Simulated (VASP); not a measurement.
Here is a VASP 6.6.1 calculation.

INCAR

```
SYSTEM = LiH
ALGO     = Normal         ! electronic algorithm
EDIFF    = 1E-7           ! SCF threshold, eV
ENCUT    = 520            ! plane-wave cutoff, eV
GGA      = PE             ! functional
ISIF     = 2              ! what is computed and relaxed
ISMEAR   = 0              ! smearing method
LASPH    = .TRUE.         ! aspherical terms in the spheres
LCHARG   = .FALSE.        ! write CHGCAR
LREAL    = .FALSE.        ! projectors in reciprocal space
LWAVE    = .FALSE.        ! write WAVECAR
NBANDS   = 9              ! bands
NELM     = 100            ! most SCF steps
PREC     = Accurate       ! precision mode
SIGMA    = 0.01           ! smearing width, eV
```

File KPOINTS:

```
k-points
0
G
  6 6 6
  0 0 0
```

The input POSCAR:

```
LiH
1.0
    0.0000000000      2.0629836240      2.0629836240
    2.0629836240      0.0000000000      2.0629836240
    2.0629836240      2.0629836240      0.0000000000
Li H
1 1
Direct
    0.0000000000      0.0000000000      0.0000000000
    0.5000000000      0.5000000000      0.5000000000
```

Potentials or basis: VASP PAW PBE potentials, release 64 (Li_sv, H).

The run is started by

```console
$ cat potpaw_PBE.64/Li_sv/POTCAR potpaw_PBE.64/H/POTCAR > POTCAR
$ mpirun -np 1 vasp_std > vasp.out
```

Task: Predict the band gap on the k mesh.

Result: 3.04 eV, direct.

Caveat: the k points lie up to 0.44 Å⁻¹ apart. A k mesh can miss the band edges.
